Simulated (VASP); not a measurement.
Set up this calculation in VASP 6.6.1, as the native input.

```yaml
Task: single point
Functional: PBEsol
Potentials_or_basis: VASP PAW PBE potentials, release 64 (Au)
Cutoff: 520 eV
k_mesh: 20 × 20 × 20
Occupations: gaussian, width 0.15 eV
Spin: no spin polarisation
Dipole_correction: no
Further_INCAR_settings: ALGO = Fast; EDIFF = 1e-06; NBANDS = 12
```

The structure of Au lies in POSCAR:

```
Au
1.0
   -1.6572690000      1.6717701038      1.6717701038
    1.6572690000     -1.6427678962      1.6427678962
    1.6572690000      1.6427678962     -1.6427678962
Au
1
Direct
    0.0000000000      0.0000000000      0.0000000000
```

This isn't the form of Au at room conditions, which is fcc.

This cell differs from its parent crystal: strain +0.0175 x Voigt [0, 0, 0, 1, 0, 0].

These files were run (other wordings do the same):

INCAR

```
SYSTEM = Au
PREC     = Accurate       ! precision mode
ENCUT    = 520            ! plane-wave cutoff, eV
EDIFF    = 1E-6           ! SCF threshold, eV
ISMEAR   = 0              ! smearing method
SIGMA    = 0.15           ! smearing width, eV
LREAL    = .FALSE.        ! projectors in reciprocal space
LASPH    = .TRUE.         ! aspherical terms in the spheres
NELM     = 100            ! most SCF steps
ALGO     = Fast           ! electronic algorithm
ISIF     = 2              ! what is computed and relaxed
LWAVE    = .FALSE.        ! write WAVECAR
LCHARG   = .FALSE.        ! write CHGCAR
GGA      = PS             ! functional
NBANDS   = 12             ! bands
```

KPOINTS

```
Automatic mesh
0
G
  20 20 20
  0 0 0
```

Potentials or basis: VASP PAW PBE potentials, release 64 (Au).

Command:

```console
$ cat potpaw_PBE.64/Au/POTCAR > POTCAR
$ mpirun -np 1 vasp_std > vasp.out
```

It gave:

* Pressure: -9.5 GPa
* Band gap on the k mesh: zero (an odd number of electrons rules out a gap without spin polarisation)

Caveat: the cell differs from its parent crystal (strain +0.0175 x Voigt [0, 0, 0, 1, 0, 0]); the cell stands under tension; the PAW data sets were made with another functional, which shifts forces and pressure a little; spin-orbit coupling is left out, which moves the levels of the heavy elements.

Run time: 4.4 min on 1 thread of Intel Xeon 8259CL, with other jobs on the host, peak memory 0.35 GiB.
